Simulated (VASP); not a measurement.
Runs of VASP 6.6.1 on Al. The structure is that of space group Im-3m (No. 229), or close to it. The cells are those of the table. 

```tsv
task	level	potentials or basis	cell	cutoff (eV)	gap on the mesh (eV)	pressure (GPa)	relaxed volume (Å³/atom)
single point	LDA	VASP PAW LDA potentials, release 64 (Al)	a = 2.761 Å, angles 109.5°, 1 atom	520	none	0.1	-
relaxation of cell and atoms	BLYP+D3(BJ)	VASP PAW PBE potentials, release 64 (Al)	relaxed from a = 2.756 Å, angles 109.5°, 1 atom	600	none	0.0	16.01
single point	BLYP+D3(BJ)	VASP PAW PBE potentials, release 64 (Al)	a = 2.748 Å, angles 109.5°, 1 atom	520	none	0.2	-
single point	PBEsol	VASP PAW PBE potentials, release 64 (Al)	a = 2.783 Å, angles 109.5°, 1 atom	520	none	0.1	-
relaxation of cell and atoms	PBEsol	VASP PAW PBE potentials, release 64 (Al)	relaxed from a = 2.756 Å, angles 109.5°, 1 atom	600	none	0.0	16.60
relaxation of cell and atoms	LDA	VASP PAW LDA potentials, release 64 (Al)	relaxed from a = 2.756 Å, angles 109.5°, 1 atom	600	none	0.0	(a)
```

Alike in all rows: no spin polarisation; k mesh 12 × 12 × 12; smearing fermi-dirac 0.1 eV.

Question: Fill in the values left out.

Answer: (a) 16.24.

Caveats: the PAW data sets were made with another functional, which shifts forces and pressure a little (some runs); pairwise dispersion overbinds metals, which lowers pressure and volume (some runs).

A gap of «none» marks levels without a gap at the run's occupations.
